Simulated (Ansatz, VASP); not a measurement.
# One calculation of Sn3Te2, two programs

```xyz
10
Lattice="4.5000 0.0000 0.0000 0.0000 4.5000 0.0000 0.0000 0.0000 14.4000" Properties=species:S:1:pos:R:3 pbc="T T T"
Sn    0.0000    2.2500    5.6304
Sn    0.0000    2.2500   11.8944
Sn    2.2500    0.0000    8.7696
Sn    2.2500    0.0000    2.5056
Sn    2.2500    2.2500    0.0000
Sn    0.0000    0.0000    0.0000
Te    0.0000    2.2500    2.5056
Te    0.0000    2.2500    8.7696
Te    2.2500    0.0000   11.8944
Te    2.2500    0.0000    5.6304
```

Alike in both runs: task relaxation of cell and atoms; functional PBE; k mesh 4 × 4 × 2; occupations gaussian, width 0.2 eV; no spin polarisation.

```csv
,VASP,Ansatz
version,VASP 6.6.1,Ansatz 0.2.0
potentials or method,"VASP PAW PBE potentials, release 64 (Sn_d, Te), cutoff 600 eV","scalar-relativistic, plane waves, PAW"
valence electrons in the cell,108,148
```

|  | VASP | Ansatz | Ansatz less VASP |
| --- | --- | --- | --- |
| gap on the k mesh at the Fermi level, each at its own relaxed structure (eV) | none | none | - |
| relaxed volume (Å³/atom) | 31.22 | 31.37 | +0.142 |
| relaxed length of the cell vector where the two differ most in proportion (Å) | 15.040 | 15.069 | +0.0296 |

A gap of «none» marks a metal or a gap that the smearing closes. VASP's potentials hold 108 valence electrons a cell and Ansatz's 148, so a difference there can come from the potentials and not from the codes.

Spin-orbit coupling is off throughout.
